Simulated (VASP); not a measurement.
Set up this calculation in VASP 6.6.1, as the native input.

```
Task                   : single point
Functional             : PBEsol
Potentials or basis    : VASP PAW PBE potentials, release 64 (Os_sv_GW)
Cutoff                 : 560 eV
k mesh                 : 9 × 9 × 9
Occupations            : gaussian, width 0.1 eV
Spin                   : no spin polarisation
Hubbard terms          : Os d U = 3.9 eV
Dipole correction      : no
Further INCAR settings : ALGO = Normal; EDIFF = 1e-06; NBANDS = 14
```

The structure of Os lies in POSCAR:

```
Os
1.0
    0.0000000000      1.9220413878      1.9220413878
    1.9220413878      0.0000000000      1.9220413878
    1.9220413878      1.9220413878      0.0000000000
Os
1
Direct
    0.0000000000      0.0000000000      0.0000000000
```

This isn't the form of Os at room conditions, which is hcp.

These files were run (other wordings do the same):

INCAR

```
PREC = Accurate
ENCUT = 560
EDIFF = 1E-6
ISMEAR = 0
SIGMA = 0.1
LREAL = False
LASPH = True
NELM = 200
ALGO = Normal
ISIF = 2
LWAVE = False
LCHARG = False
LMAXMIX = 4
LDAU = True
LDAUTYPE = 2
LDAUL = 2
LDAUU = 3.9
LDAUJ = 0
LDAUPRINT = 1
GGA = PS
NBANDS = 14
GGA_COMPAT = False
```

KPOINTS

```
Automatic mesh
0
Gamma
  9 9 9
```

Potentials or basis: VASP PAW PBE potentials, release 64 (Os_sv_GW).

Launch:

```bash
$ cat potpaw_PBE.64/Os_sv_GW/POTCAR > POTCAR
$ mpirun -np 1 vasp_std > vasp.out
```

It gave:

| Item | Value |
| --- | --- |
| Pressure | -10.2 GPa |
| Band gap on the k mesh | zero (bands 8 and 9 overlap by 3.30 eV) |

Caveat: the cell stands under tension; the PAW data sets were made with another functional, which shifts forces and pressure a little; spin-orbit coupling is left out, which moves the levels of the heavy elements; U without spin polarisation on a metal has little footing; the U is typed as a test and isn't derived for this compound.

Run time: 17 s on 1 thread of AMD EPYC 7R43 64-Core Processor (Zen 3), on a shared host, peak memory 0.11 GiB.
